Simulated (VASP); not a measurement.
# MnPt2 (P-3m1) in VASP: notebook, part 2 of 2

VASP 6.6.1. The steps go on from the part before.

### Step 3. Single point, PBE, collinear spin, ferromagnetic start

Input file INCAR:

```
PREC = Accurate
ENCUT = 520
EDIFF = 1E-7
ISMEAR = 0
SIGMA = 0.1
LREAL = F
LASPH = T
NELM = 150
ALGO = Fast
ISIF = 2
LWAVE = F
LCHARG = T
ISPIN = 2
MAGMOM = 4 1 1
LORBIT = 11
LMAXMIX = 4
GGA = PE
LELF = T
LVHAR = T
NBANDS = 28
```

Input file KPOINTS:

```
regular mesh
0
Gamma
  18 18 8
```

Input file POSCAR:

```
MnPt2
1.0
    2.8584044518      0.0000000000      0.0000000000
   -1.4292022259      2.4754508696      0.0000000000
    0.0000000000      0.0000000000      6.5325040000
Mn Pt
1 2
Direct
    0.0000000000      0.0000000000      0.0000000000
    0.3333333333      0.6666666667      0.6837940000
    0.6666666667      0.3333333333      0.3162060000
```

Potentials or basis: VASP PAW PBE potentials, release 64 (Mn_pv, Pt).

Run with:

```bash
> cat potpaw_PBE.64/Mn_pv/POTCAR potpaw_PBE.64/Pt/POTCAR > POTCAR
> mpirun -np 1 vasp_std > vasp.out
```

Wall time 13 min (1 thread of Oxide Virtual Turin-like, shared host); peak memory 0.55 GiB.

Results (log left out):

| Item | Value |
| --- | --- |
| Free energy | -21.7762 eV |
| Pressure | -0.5 GPa |
| Largest force | 0.027 eV/Å |
| Net moment | 4.57 μB per cell |
| Site moments | Mn +3.77; Pt +0.31 μB |
| Valence electrons inside the program's atomic spheres | Mn 11.55; Pt 9.23 |

Forces in eV/Å, atoms in the order of the input:
```
Mn   0.000  0.000  0.000
Pt   0.000  0.000 -0.027
Pt   0.000  0.000  0.027
```

Stress tensor (GPa, compression positive):
```
-1.00  0.00  0.00
 0.00 -1.00  0.00
 0.00  0.00  0.54
```

Levels at points of the mesh, in eV from the Fermi level:
Spin up:
```tsv
k point	band 17	band 18	band 19	band 20	band 21	band 22
(0.00, 0.00, 0.00)	-1.59	-1.06	-1.06	-0.82	-0.82	10.08
(0.50, 0.00, 0.00)	-0.17	0.18	1.55	1.77	2.00	5.72
(0.00, 0.00, 0.50)	-1.75	-1.75	-0.14	-0.14	0.28	6.06
(0.50, 0.00, 0.50)	-0.37	-0.12	-0.07	1.90	2.64	4.85
```
Spin down:
| k point | band 11 | band 12 | band 13 | band 14 | band 15 | band 16 | band 17 | band 18 | band 19 | band 20 |
| --- | --- | --- | --- | --- | --- | --- | --- | --- | --- | --- |
| (0.00, 0.00, 0.00) | -2.70 | -2.36 | -1.84 | -1.84 | -0.88 | -0.88 | 0.74 | 1.34 | 1.34 | 2.18 |
| (0.50, 0.00, 0.00) | -1.72 | -1.07 | 0.10 | 0.13 | 0.17 | 1.66 | 1.98 | 2.37 | 2.53 | 2.80 |
| (0.00, 0.00, 0.50) | -3.01 | -1.55 | -1.55 | -1.40 | -1.40 | 0.31 | 0.52 | 1.40 | 1.40 | 2.34 |
| (0.50, 0.00, 0.50) | -1.23 | -0.79 | -0.37 | 0.08 | 0.20 | 0.73 | 1.48 | 1.93 | 2.80 | 3.05 |

Caveat: spin-orbit coupling is left out, which moves the levels of the heavy elements.

### Step 4. Single point, PBE, collinear spin, ferromagnetic start

Input file INCAR:

```
  PREC = Accurate
  ENCUT = 520
  EDIFF = 1E-7
  ISMEAR = 0
  SIGMA = 0.1
  LREAL = F
  LASPH = T
  NELM = 150
  ALGO = Normal
  ISIF = 2
  LWAVE = F
  LCHARG = F
  ISPIN = 2
  MAGMOM = 0.5 0.5 0.5
  LORBIT = 11
  LMAXMIX = 4
  GGA = PE
  NBANDS = 28
```

Input file KPOINTS:

```
Automatic mesh
0
Gamma
  18 18 8
```

POSCAR is that of step 3.

Potentials or basis: VASP PAW PBE potentials, release 64 (Mn_pv, Pt).

Run with:

```bash
> cat potpaw_PBE.64/Mn_pv/POTCAR potpaw_PBE.64/Pt/POTCAR > POTCAR
> mpirun -np 1 vasp_std > vasp.out
```

OUTCAR:

```text
PREC = Accurate
   ENCUT = 520
   EDIFF = 1E-7
   ISMEAR = 0
   LREAL = F
   LASPH = T
   NELM = 150
   ISIF = 2
   ISPIN = 2
   LORBIT = 11
   GGA = PE

 ion  position               nearest neighbor table
   1  0.000  0.000  0.000-   2 2.64   3 2.64   3 2.64   2 2.64   3 2.64   2 2.64
   2  0.333  0.667  0.684-   1 2.64   1 2.64   1 2.64   3 2.91   3 2.91   3 2.91
   3  0.667  0.333  0.316-   1 2.64   1 2.64   1 2.64   2 2.91   2 2.91   2 2.91

  LATTYP: Found a hexagonal cell.
 ALAT       =     2.8584044518
 C/A-ratio  =     2.2853672775

  Lattice vectors:
[... 1713 lines left out ...]
  energy-cutoff  :      520.00
  volume of cell :       46.22
      direct lattice vectors                 reciprocal lattice vectors
     2.858404452  0.000000000  0.000000000     0.349845523  0.201983407  0.000000000
    -1.429202226  2.475450870  0.000000000     0.000000000  0.403966814  0.000000000
     0.000000000  0.000000000  6.532504000     0.000000000  0.000000000  0.153080656

 POSITION                                       TOTAL-FORCE (eV/Angst)
 -----------------------------------------------------------------------------------
      0.00000      0.00000      0.00000         0.000000      0.000000      0.000000
     -0.00000      1.65030      4.46689        -0.000000     -0.000000      0.362850
      1.42920      0.82515      2.06562        -0.000000      0.000000     -0.362850
 -----------------------------------------------------------------------------------
    total drift:                               -0.000000     -0.000000     -0.000000

  FREE ENERGIE OF THE ION-ELECTRON SYSTEM (eV)
  ---------------------------------------------------
  free  energy   TOTEN  =       -20.9157020089 eV

  energy  without entropy=      -20.8903463522  energy(sigma->0) =      -20.90302418

 total charge

# of ion       s       p       d       tot
------------------------------------------
    1        0.308   6.253   5.006  11.567
    2        0.647   0.545   7.979   9.171
    3        0.647   0.545   7.979   9.171
--------------------------------------------------
tot          1.603   7.342  20.964  29.909

 magnetization (x)

# of ion       s       p       d       tot
------------------------------------------
    1       -0.000  -0.000  -0.000  -0.000
    2        0.000  -0.000  -0.000  -0.000
    3        0.000  -0.000  -0.000  -0.000
--------------------------------------------------
tot         -0.000  -0.000  -0.000  -0.000
```

OSZICAR:

```text
N       E                     dE             d eps       ncg     rms          rms(c)
DAV:   1     0.277199324527E+03    0.27720E+03   -0.16827E+04 30012   0.127E+03
DAV:   2    -0.114103035490E+02   -0.28861E+03   -0.26772E+03 30332   0.344E+02
DAV:   3    -0.234084681602E+02   -0.11998E+02   -0.11561E+02 33352   0.760E+01
[... 15 lines left out ...]
DAV:  19    -0.209156982501E+02    0.46237E-05   -0.21031E-04 34724   0.114E-01    0.114E-02
DAV:  20    -0.209157014408E+02   -0.31907E-05   -0.12259E-05 31188   0.314E-02    0.470E-03
DAV:  21    -0.209157018191E+02   -0.37831E-06   -0.29797E-06 33408   0.117E-02    0.314E-03
DAV:  22    -0.209157019772E+02   -0.15809E-06   -0.26137E-07 22860   0.473E-03    0.198E-03
DAV:  23    -0.209157020089E+02   -0.31758E-07   -0.26338E-08 15856   0.156E-03
   1 F= -.20915702E+02 E0= -.20903024E+02  d E =-.253557E-01  mag=    -0.0000
```

Run time: 26 min. Hardware: 1 thread of Oxide Virtual Turin-like, shared host; peak memory 0.55 GiB.

What came out:

```yaml
Free_energy: -20.9157 eV
Pressure: -17.3 GPa
Largest_force: 0.363 eV/Å
Net_moment: 0.00 μB per cell
Valence_electrons_inside_the_program's_atomic_spheres: Mn 11.57; Pt 9.17
```

Forces in eV/Å, atoms in the order of the input:
```
Mn   0.000  0.000  0.000
Pt   0.000  0.000  0.363
Pt   0.000  0.000 -0.363
```

Levels at points of the mesh, in eV from the Fermi level:
Spin up:
```csv
k point,band 14,band 15,band 16,band 17,band 18,band 19,band 20,band 21
"(0.00, 0.00, 0.00)",-2.27,-1.14,-1.14,-0.92,-0.33,-0.33,0.33,0.33
"(0.50, 0.00, 0.00)",-0.18,-0.15,0.61,0.62,0.92,1.89,2.20,2.37
"(0.00, 0.00, 0.50)",-1.81,-1.81,-1.28,-0.34,-0.34,0.52,0.67,0.67
"(0.50, 0.00, 0.50)",-0.38,-0.24,-0.09,0.21,0.42,0.75,2.56,2.85
```
Spin down:
```csv
k point,band 13,band 14,band 15,band 16,band 17,band 18,band 19,band 20,band 21,band 22
"(0.00, 0.00, 0.00)",-2.27,-2.27,-1.14,-1.14,-0.92,-0.33,-0.33,0.33,0.33,10.29
"(0.50, 0.00, 0.00)",-1.29,-0.18,-0.15,0.60,0.62,0.92,1.89,2.20,2.37,5.88
"(0.00, 0.00, 0.50)",-1.97,-1.81,-1.81,-1.28,-0.34,-0.34,0.52,0.67,0.67,6.49
"(0.50, 0.00, 0.50)",-0.78,-0.38,-0.24,-0.09,0.21,0.42,0.75,2.56,2.85,5.15
```

Caveat: the stress differs along the axes, from -21 to -10 GPa; spin-orbit coupling is left out, which moves the levels of the heavy elements.
